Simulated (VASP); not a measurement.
# CdS (I4mm) in VASP: a series of runs, part 2 of 2

VASP 6.6.1.

### Step 4. Single point, r2SCAN

This run uses another cell than the first one, of 19.78 Å³/atom, 1.026 times its volume.

File POSCAR:

```
CdS
1.0
    0.0000000000      2.7042729036      2.7042729036
    2.7042729036      0.0000000000      2.7042729036
    2.7042729036      2.7042729036      0.0000000000
Cd S
1 1
Direct
   -0.0042461853      0.0042461853      0.0042461853
    0.5148886675      0.4851113325      0.4851113325
```

File INCAR.step1:

```
SYSTEM = CdS
PREC     = Accurate       ! precision mode
ENCUT    = 520            ! plane-wave cutoff, eV
ISMEAR   = 0              ! smearing method
SIGMA    = 0.05           ! smearing width, eV
LREAL    = .FALSE.        ! projectors in reciprocal space
LASPH    = .TRUE.         ! aspherical terms in the spheres
NELM     = 60             ! most SCF steps
NBANDS   = 16             ! bands
GGA      = PE             ! functional
ALGO     = Normal         ! electronic algorithm
EDIFF    = 1E-4           ! SCF threshold, eV
LWAVE    = .TRUE.         ! write WAVECAR
LCHARG   = .FALSE.        ! write CHGCAR
```

File INCAR.step2:

```
SYSTEM = CdS
PREC     = Accurate       ! precision mode
ENCUT    = 520            ! plane-wave cutoff, eV
EDIFF    = 1E-6           ! SCF threshold, eV
ISMEAR   = 0              ! smearing method
SIGMA    = 0.05           ! smearing width, eV
LREAL    = .FALSE.        ! projectors in reciprocal space
LASPH    = .TRUE.         ! aspherical terms in the spheres
NELM     = 60             ! most SCF steps
ALGO     = Normal         ! electronic algorithm
ISIF     = 2              ! what is computed and relaxed
LWAVE    = .FALSE.        ! write WAVECAR
LCHARG   = .TRUE.         ! write CHGCAR
METAGGA  = R2SCAN         ! meta-GGA
LMIXTAU  = .TRUE.       
LELF     = .TRUE.         ! ELF
LVHAR    = .TRUE.       
NBANDS   = 16             ! bands
ISTART   = 1
```

File KPOINTS:

```
Automatic mesh
0
G
  8 8 8
  0 0 0
```

The run is started by

```sh
$ cat potpaw_PBE.64/Cd/POTCAR potpaw_PBE.64/S/POTCAR > POTCAR
$ cp INCAR.step1 INCAR
$ mpirun -np 1 vasp_std > vasp.out
$ cp INCAR.step2 INCAR
$ mpirun -np 1 vasp_std > vasp.out
```

Wall time 62 s (1 thread of Intel Xeon 6975P-C (Granite Rapids), shared host); peak memory 0.19 GiB.

The run converged. Its results:

```
Free energy            : -29.5018 eV
Pressure               : 3.1 GPa
Largest force          : 0.256 eV/Å
Band gap on the k mesh : 0.76 eV, indirect (least direct gap 2.52 eV)
```

Forces in eV/Å, atoms in the order of the input:
```
Cd  -0.256  0.000  0.000
S    0.256  0.000  0.000
```

Stress tensor (GPa, compression positive):
```
3.92 0.00 0.00
0.00 2.62 0.00
0.00 0.00 2.62
```

Levels at points of the mesh, in eV from the valence-band top:
| k point | band 7 | band 8 | band 9 | band 10 | band 11 | band 12 |
| --- | --- | --- | --- | --- | --- | --- |
| (0.00, 0.00, 0.00) | -0.80 | -0.80 | -0.80 | 1.72 | 9.69 | 9.69 |
| (0.50, 0.00, 0.00) | -5.04 | -0.01 | 0.00 | 4.06 | 6.46 | 6.49 |
| (0.50, 0.50, 0.00) | -4.52 | -2.30 | -2.28 | 0.76 | 6.36 | 10.98 |
| (0.00, 0.50, 0.50) | -4.54 | -2.30 | -2.30 | 0.76 | 6.39 | 11.00 |

Caveat: the PAW data sets were made with another functional, which shifts forces and pressure a little.

### Step 5. Single point, r2SCAN

This run uses another cell than the first one, of 20.28 Å³/atom, 1.052 times its volume.

File POSCAR:

```
CdS
1.0
    0.0000000000      2.7269062253      2.7269062253
    2.7269062253      0.0000000000      2.7269062253
    2.7269062253      2.7269062253      0.0000000000
Cd S
1 1
Direct
   -0.0042461853      0.0042461853      0.0042461853
    0.5148886675      0.4851113325      0.4851113325
```

File INCAR.step1:

```
PREC     = Accurate       # precision mode
ENCUT    = 520            # plane-wave cutoff, eV
ISMEAR   = 0              # smearing method
SIGMA    = 0.05           # smearing width, eV
LREAL    = False          # projectors in reciprocal space
LASPH    = True           # aspherical terms in the spheres
NELM     = 60             # most SCF steps
NBANDS   = 16             # bands
GGA      = PE             # functional
ALGO     = Normal         # electronic algorithm
EDIFF    = 1E-4           # SCF threshold, eV
LWAVE    = True           # write WAVECAR
LCHARG   = False          # write CHGCAR
```

File INCAR.step2:

```
PREC     = Accurate       # precision mode
ENCUT    = 520            # plane-wave cutoff, eV
EDIFF    = 1E-7           # SCF threshold, eV
ISMEAR   = 0              # smearing method
SIGMA    = 0.05           # smearing width, eV
LREAL    = False          # projectors in reciprocal space
LASPH    = True           # aspherical terms in the spheres
NELM     = 60             # most SCF steps
ALGO     = Normal         # electronic algorithm
ISIF     = 2              # what is computed and relaxed
LWAVE    = False          # write WAVECAR
LCHARG   = True           # write CHGCAR
METAGGA  = R2SCAN         # meta-GGA
LMIXTAU  = True         
LELF     = True           # ELF
LVHAR    = True         
NBANDS   = 16             # bands
ISTART   = 1
```

File KPOINTS:

```
regular mesh
0
Gamma
  8 8 8
```

Potentials or basis: VASP PAW PBE potentials, release 64 (Cd, S).

The run is started by

```sh
$ cat potpaw_PBE.64/Cd/POTCAR potpaw_PBE.64/S/POTCAR > POTCAR
$ cp INCAR.step1 INCAR
$ mpirun -np 1 vasp_std > vasp.out
$ cp INCAR.step2 INCAR
$ mpirun -np 1 vasp_std > vasp.out
```

OUTCAR:

```text
PREC = Accurate
   ENCUT = 520
   EDIFF = 1E-7
   ISMEAR = 0
   LREAL = False
   LASPH = True
   NELM = 60
   ISIF = 2
   METAGGA = R2SCAN
   ISTART = 1

 ion  position               nearest neighbor table
   1  0.996  0.004  0.004-   2 2.62   2 2.73   2 2.73   2 2.73   2 2.73   2 2.83
   2  0.515  0.485  0.485-   1 2.62   1 2.73   1 2.73   1 2.73   1 2.73   1 2.83

  LATTYP: Found a face centered cubic cell.
 ALAT       =     5.4538124506

  Lattice vectors:

 A1 = (   0.0000000000,   2.7269062253,   2.7269062253)
 A2 = (   2.7269062253,   0.0000000000,   2.7269062253)
 A3 = (   2.7269062253,   2.7269062253,   0.0000000000)

Analysis of symmetry for initial positions (statically):
=====================================================================
 Subroutine PRICEL returns:
 Original cell was already a primitive cell.

 Routine SETGRP: Setting up the symmetry group for a
 face centered cubic supercell.

 Subroutine GETGRP returns: Found  8 space group operations
 (whereof  8 operations were pure point group operations)
 out of a pool of 48 trial point group operations.

The static configuration has the point symmetry C_4v.

Analysis of symmetry for dynamics (positions and initial velocities):
=====================================================================
 Subroutine PRICEL returns:
 Original cell was already a primitive cell.

 Routine SETGRP: Setting up the symmetry group for a
 face centered cubic supercell.

 Subroutine GETGRP returns: Found  8 space group operations
 (whereof  8 operations were pure point group operations)
 out of a pool of 48 trial point group operations.

The dynamic configuration has the point symmetry C_4v.

 Subroutine INISYM returns: Found  8 space group operations
 (whereof  8 operations are pure point group operations),
 and found     1 'primitive' translations

----------------------------------------------------------------------------------------

                                     Primitive cell

  volume of cell :      40.5546

  direct lattice vectors                    reciprocal lattice vectors
     0.000000000  2.726906225  2.726906225    -0.183357974  0.183357974  0.183357974
     2.726906225  0.000000000  2.726906225     0.183357974 -0.183357974  0.183357974
     2.726906225  2.726906225  0.000000000     0.183357974  0.183357974 -0.183357974

  length of vectors
     3.856427767  3.856427767  3.856427767     0.317585326  0.317585326  0.317585326

  position of ions in fractional coordinates (direct lattice)
     0.995753815  0.004246185  0.004246185
     0.514888668  0.485111332  0.485111332

  ion indices of the primitive-cell ions
   primitive index   ion index
                 1           1
                 2           2

----------------------------------------------------------------------------------------

 KPOINTS: regular mesh

Automatic generation of k-mesh.
 Grid dimensions read from file:
 generate k-points for:    8    8    8

 Generating k-lattice:

  Cartesian coordinates                     Fractional coordinates (reciprocal lattice)
    -0.022919747  0.022919747  0.022919747     0.125000000  0.000000000  0.000000000
     0.022919747 -0.022919747  0.022919747     0.000000000  0.125000000  0.000000000
     0.022919747  0.022919747 -0.022919747     0.000000000  0.000000000  0.125000000

  Length of vectors
     0.039698166  0.039698166  0.039698166

  Shift w.r.t. Gamma in fractional coordinates (k-lattice)
     0.000000000  0.000000000  0.000000000

 Subroutine IBZKPT returns following result:
 ===========================================

 Found     59 irreducible k-points:

 Following reciprocal coordinates:
            Coordinates               Weight
  0.000000  0.000000  0.000000      1.000000
  0.125000  0.000000  0.000000      8.000000
  0.250000  0.000000  0.000000      8.000000
  0.375000  0.000000  0.000000      8.000000
  0.500000  0.000000  0.000000      4.000000
  0.125000  0.125000  0.000000      4.000000
[... 16 lines left out ...]
  0.000000  0.375000  0.250000      8.000000
  0.500000  0.250000  0.000000     16.000000
 [... further k-points ...]
   k-points           NKPTS =     59   k-points in BZ     NKDIM =     59   number of bands    NBANDS=     16
   number of dos      NEDOS =    301   number of ions     NIONS =      2
   total plane-waves  NPLWV =  27000
   dimension x,y,z NGX =    30 NGY =   30 NGZ =   30
   dimension x,y,z NGXF=    60 NGYF=   60 NGZF=   60
   ions per type =               1   1
   NGX,Y,Z   is equivalent  to a cutoff of  12.93, 12.93, 12.93 a.u.
   NGXF,Y,Z  is equivalent  to a cutoff of  25.87, 25.87, 25.87 a.u.
 SYSTEM =  unknown system
   PREC   = accura    normal or accurate (medium, high low for compatibility)
   ISTART =      1    job   : 0-new  1-cont  2-samecut
   ICHARG =      0    charge: 1-file 2-atom 10-const
   ISPIN  =      1    spin polarized calculation?
   LNONCOLLINEAR =      F non collinear calculations
   LSORBIT =      F    spin-orbit coupling
   LASPH  =      T    aspherical Exc in radial PAW
   ENCUT  =  520.0 eV  38.22 Ry    6.18 a.u.   7.17  7.17  7.17*2*pi/ulx,y,z
   NELM   =     60;   NELMIN=  2; NELMDL=  0     # of ELM steps
   EDIFF  = 0.1E-06   stopping-criterion for ELM
   LREAL  =      F    real-space projection
   EDIFFG = 0.1E-05   stopping-criterion for IOM
   NSW    =      0    number of steps for IOM
   IBRION =     -1    ionic relax: 0-MD 1-quasi-New 2-CG
   NFREE  =      0    steps in history (QN), initial steepest desc. (CG)
   ISIF   =      2    stress and relaxation
   ISYM   =      2    0-nonsym 1-usesym 2-fastsym
   POTIM  = 0.5000    time-step for ionic-motion
   TEBEG  =    0.0;   TEEND  =   0.0 temperature during run
   PSTRESS=    0.0 pullay stress
   NELECT =      18.0000    total number of electrons
   NUPDOWN=      -1.0000    fix difference up-down
   EMIN   =  10.00;   EMAX   =-10.00  energy-range for DOS
   EFERMI =   0.00;   METHOD = LEGACY
   ISMEAR =     0;   SIGMA  =   0.05  broadening in eV -4-tet -1-fermi 0-gaus
   EFERMI_NEDOS =   21; number of points for ismear=-14 and -15
   IALGO  =     38    algorithm
   IMIX   =      4    mixing-type and parameters
     AMIX     =   0.40;   BMIX     =  1.00
     AMIX_MAG =   1.60;   BMIX_MAG =  1.00
  volume/ion in A,a.u.               =      20.28       136.84
  Fermi-wavevector in a.u.,A,eV,Ry     =   1.248779  2.359849 21.217580  1.559448
  Thomas-Fermi vector in A             =   2.382850
   LORBIT       =      0    0 simple, 1 ext, 2 COOP (PROOUT), +10 PAW based schemes
   METAGGA = R2SCAN    functional components
   LHFCALC =     F    Hartree Fock is set to
   AEXX    =    0.0000 exact exchange contribution
   IVDW    =     0    specifies the selected vdW correction
   LEPSILON=     F    determine dielectric tensor
   LRPA    =     F    only Hartree local field effects (RPA)
 non-spin polarized calculation
 Gauss-broadening in eV      SIGMA  =   0.05
  energy-cutoff  :      520.00
  volume of cell :       40.55
 maximum number of plane-waves:      1106
 NGX is ok and might be reduce to    30

 number of electron      17.9999999 magnetization

 Free energy of the ion-electron system (eV)
  ---------------------------------------------------
  ext. energy  EPLUGINS =         0.00000000
  ---------------------------------------------------
  free energy    TOTEN  =       -29.51381855 eV

  energy without entropy =      -29.51381855  energy(sigma->0) =      -29.51381855

 E-fermi :   2.9725     XC(G=0): -11.0013

 val. band max:        2.7395225395   @ k =   0.5000   0.0000   0.0000
 cond. band min:       3.4982948587   @ k =   0.5000   0.5000   0.0000
 fundamental gap:      0.7587723192
 Fermi energy:         2.9725231342

 k-point     1 :       0.0000    0.0000    0.0000
  band No.  band energies     occupation
      1     -10.5979      2.00000
      2      -5.1322      2.00000
      3      -5.1156      2.00000
      4      -5.1156      2.00000
      5      -5.1064      2.00000
      6      -5.1064      2.00000
[... 8 lines left out ...]
     15      14.9545      0.00000
     16      15.1920      0.00000
[... 419 lines left out ...]
 k-point    24 :       0.5000    0.2500    0.0000
  band No.  band energies     occupation
      1      -9.5731      2.00000
      2      -5.2693      2.00000
      3      -5.2024      2.00000
      4      -5.0762      2.00000
      5      -4.8794      2.00000
      6      -4.7593      2.00000
[... 8 lines left out ...]
     15      17.0444      0.00000
     16      18.5625      0.00000

 [... further k-points ...]
[... 5 lines left out ...]
  --------------------------------------------------------------------------------------
  -------------------------------------------------------------------------------------
  Total        0.3985758      0.1005798      0.1005798      0.0000000      0.0000000     -0.0000000
  in kB       15.7463868      3.9735694      3.9735694      0.0000000      0.0000000     -0.0000000
  external PRESSURE =       7.8978419 kB  Pullay stress =       0.0000000 kB

 VOLUME and BASIS-vectors are now :
 -----------------------------------------------------------------------------
  energy-cutoff  :      520.00
  volume of cell :       40.55
      direct lattice vectors                 reciprocal lattice vectors
     0.000000000  2.726906225  2.726906225    -0.183357974  0.183357974  0.183357974
     2.726906225  0.000000000  2.726906225     0.183357974 -0.183357974  0.183357974
     2.726906225  2.726906225  0.000000000     0.183357974  0.183357974 -0.183357974

 POSITION                                       TOTAL-FORCE (eV/Angst)
 -----------------------------------------------------------------------------------
      0.02316      2.72691      2.72691        -0.212549      0.000000      0.000000
      2.64571      2.72691      2.72691         0.212549      0.000000      0.000000
 -----------------------------------------------------------------------------------
    total drift:                               -0.000305      0.000001      0.000001

  FREE ENERGIE OF THE ION-ELECTRON SYSTEM (eV)
  ---------------------------------------------------
  free  energy   TOTEN  =       -29.5138185523 eV

  energy  without entropy=      -29.5138185523  energy(sigma->0) =      -29.51381855
```

Run time: 1.8 min. Hardware: 1 thread of Intel Xeon 6975P-C (Granite Rapids), shared host; peak memory 0.19 GiB.

What came out:

```yaml
Free_energy: -29.5138 eV
Pressure: 0.8 GPa
Largest_force: 0.213 eV/Å
Band_gap_on_the_k_mesh: 0.76 eV, indirect (least direct gap 2.34 eV)
```

Forces on the atoms (eV/Å):
```
Cd  -0.213  0.000  0.000
S    0.213  0.000  0.000
```

Caveat: the PAW data sets were made with another functional, which shifts forces and pressure a little.

### Step 6. Single point, r2SCAN

This run uses another cell than the first one, of 20.79 Å³/atom, 1.078 times its volume.

File POSCAR:

```
CdS
1.0
    0.0000000000      2.7495395470      2.7495395470
    2.7495395470      0.0000000000      2.7495395470
    2.7495395470      2.7495395470      0.0000000000
Cd S
1 1
Direct
   -0.0021230927      0.0021230927      0.0021230927
    0.5074443337      0.4925556663      0.4925556663
```

File INCAR.step1:

```
SYSTEM = CdS
PREC     = Accurate       ! precision mode
ENCUT    = 520            ! plane-wave cutoff, eV
ISMEAR   = 0              ! smearing method
SIGMA    = 0.05           ! smearing width, eV
LREAL    = .FALSE.        ! projectors in reciprocal space
LASPH    = .TRUE.         ! aspherical terms in the spheres
NELM     = 100            ! most SCF steps
NBANDS   = 16             ! bands
GGA      = PE             ! functional
ALGO     = Normal         ! electronic algorithm
EDIFF    = 1E-4           ! SCF threshold, eV
LWAVE    = .TRUE.         ! write WAVECAR
LCHARG   = .FALSE.        ! write CHGCAR
```

File INCAR.step2:

```
SYSTEM = CdS
PREC     = Accurate       ! precision mode
ENCUT    = 520            ! plane-wave cutoff, eV
EDIFF    = 1E-6           ! SCF threshold, eV
ISMEAR   = 0              ! smearing method
SIGMA    = 0.05           ! smearing width, eV
LREAL    = .FALSE.        ! projectors in reciprocal space
LASPH    = .TRUE.         ! aspherical terms in the spheres
NELM     = 100            ! most SCF steps
ALGO     = Normal         ! electronic algorithm
ISIF     = 2              ! what is computed and relaxed
LWAVE    = .FALSE.        ! write WAVECAR
LCHARG   = .FALSE.        ! write CHGCAR
METAGGA  = R2SCAN         ! meta-GGA
LMIXTAU  = .TRUE.       
NBANDS   = 16             ! bands
ISTART   = 1
```

File KPOINTS:

```
regular mesh
0
G
  8 8 8
  0 0 0
```

Potentials or basis: VASP PAW PBE potentials, release 64 (Cd, S).

The run is started by

```sh
$ cat potpaw_PBE.64/Cd/POTCAR potpaw_PBE.64/S/POTCAR > POTCAR
$ cp INCAR.step1 INCAR
$ mpirun -np 1 vasp_std > vasp.out
$ cp INCAR.step2 INCAR
$ mpirun -np 1 vasp_std > vasp.out
```

Run time: 83 s. Hardware: 1 thread of Intel Xeon 6975P-C (Granite Rapids), shared host; peak memory 0.19 GiB.

The run converged. Its results:

```yaml
Free_energy: -29.5190 eV
Pressure: -1.4 GPa
Largest_force: 0.079 eV/Å
Band_gap_on_the_k_mesh: 0.74 eV, indirect (least direct gap 2.17 eV)
```

Forces on the atoms (eV/Å):
```
Cd  -0.079  0.000  0.000
S    0.079  0.000  0.000
```

Stress tensor (GPa, compression positive):
```
-1.26  0.00  0.00
 0.00 -1.53  0.00
 0.00  0.00 -1.53
```

Levels at points of the mesh, in eV from the valence-band top:
| k point | band 5 | band 6 | band 7 | band 8 | band 9 | band 10 | band 11 | band 12 | band 13 | band 14 |
| --- | --- | --- | --- | --- | --- | --- | --- | --- | --- | --- |
| (0.00, 0.00, 0.00) | -7.81 | -7.81 | -0.70 | -0.70 | -0.70 | 1.47 | 9.71 | 9.71 | 9.72 | 11.98 |
| (0.50, 0.00, 0.00) | -7.62 | -7.62 | -4.79 | 0.00 | 0.00 | 4.08 | 6.48 | 6.49 | 7.38 | 12.94 |
| (0.50, 0.50, 0.00) | -7.55 | -6.87 | -4.18 | -2.09 | -2.09 | 0.74 | 6.45 | 10.61 | 12.09 | 12.10 |
| (0.00, 0.50, 0.50) | -7.56 | -6.87 | -4.19 | -2.09 | -2.09 | 0.74 | 6.45 | 10.61 | 12.08 | 12.08 |

Caveat: the PAW data sets were made with another functional, which shifts forces and pressure a little. A k mesh can miss the band edges.

### Step 7. Summary

| cell | gap on the mesh (eV) | pressure (GPa) | largest force (eV/Å) |
| --- | --- | --- | --- |
| a = 3.792 Å, angles 60.0°, 2 atoms | 0.75 | 5.6 | 0.30 |
| a = 3.824 Å, angles 60.0°, 2 atoms | 0.76 | 3.1 | 0.26 |
| a = 3.856 Å, angles 60.0°, 2 atoms | 0.76 | 0.8 | 0.21 |
| a = 3.888 Å, angles 60.0°, 2 atoms | 0.74 | -1.4 | 0.08 |

Some of these runs hold the atoms at other places in the same cell, which the table doesn't show; runs alike in all that it shows share one row.

Alike in all rows: task single point; level r2SCAN; potentials or basis VASP PAW PBE potentials, release 64 (Cd, S); no spin polarisation; k mesh 8 × 8 × 8; cutoff (eV) 520; smearing gaussian 0.05 eV.

Caveats: the PAW data sets were made with another functional, which shifts forces and pressure a little.

Total energies depend on the potentials used, so only differences within one code and one set of settings carry meaning.
